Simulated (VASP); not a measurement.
Input of a VASP 6.6.1 run:

INCAR

```
SYSTEM = NaF
ALGO = Normal ; EDIFF = 1E-6
ENCUT = 520 ; GGA = PE
ISIF = 2 ; ISMEAR = 0
LASPH = .True. ; LCHARG = .False.
LREAL = .False. ; LWAVE = .False.
NBANDS = 14 ; NELM = 60
PREC = Accurate ; SIGMA = 0.01
```

Contents of KPOINTS:

```
k-points
0
Gamma
  6 6 6
  0 0 0
```

File POSCAR:

```
NaF
1.0
    2.8392881774      0.0000000000      0.0000000000
    0.0000000000      2.8392881774      0.0000000000
    0.0000000000      0.0000000000      2.8392881774
Na F
1 1
Direct
    0.0000000000      0.0000000000      0.0000000000
    0.5000000000      0.5000000000      0.5000000000
```

Potentials or basis: VASP PAW PBE potentials, release 64 (Na_pv, F).

Command:

```sh
$ cat potpaw_PBE.64/Na_pv/POTCAR potpaw_PBE.64/F/POTCAR > POTCAR
$ mpirun -np 1 vasp_std > vasp.out
```

(1) Estimate the pressure.

(2) Estimate the band gap on the k mesh.

## Answers

(1) 1.2 GPa.

(2) 5.80 eV, indirect (least direct gap 6.12 eV).
